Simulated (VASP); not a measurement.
A run of VASP 6.6.1 is set up as follows.

The input INCAR:

```
PREC     = Accurate       # precision mode
ENCUT    = 600            # plane-wave cutoff, eV
EDIFF    = 1E-8           # SCF threshold, eV
ISMEAR   = -1             # smearing method
SIGMA    = 0.15           # smearing width, eV
LREAL    = False          # projectors in reciprocal space
LASPH    = True           # aspherical terms in the spheres
NELM     = 100            # most SCF steps
ALGO     = Normal         # electronic algorithm
ISIF     = 3              # what is computed and relaxed
LWAVE    = False          # write WAVECAR
LCHARG   = False          # write CHGCAR
GGA      = CA             # functional
NBANDS   = 14             # bands
IBRION   = 6              # ionic algorithm
NFREE    = 2            
POTIM    = 0.015          # step
NSW      = 1              # ionic steps
```

KPOINTS

```
regular mesh
0
Gamma
  16 16 16
```

Contents of POSCAR:

```
HfN
1.0
    0.0000000000      2.2558601200      2.2558601200
    2.2558601200      0.0000000000      2.2558601200
    2.2558601200      2.2558601200      0.0000000000
Hf N
1 1
Direct
    0.0000000000      0.0000000000      0.0000000000
    0.5000000000      0.5000000000      0.5000000000
```

Potentials or basis: VASP PAW LDA potentials, release 64 (Hf_pv, N).

Run with:

```console
$ cat potpaw_LDA.64/Hf_pv/POTCAR potpaw_LDA.64/N/POTCAR > POTCAR
$ mpirun -np 1 vasp_std > vasp.out
```

(1) Estimate the elastic constants C11, C12, C44.

(2) What does it give for the Voigt bulk modulus?

(3) Predict the highest phonon frequency at Γ.

Answers

(1) 602, 113, 128 GPa.

(2) 276 GPa.

(3) 488 cm⁻¹.

Caveat: the cell is under stress, which shifts elastic constants.
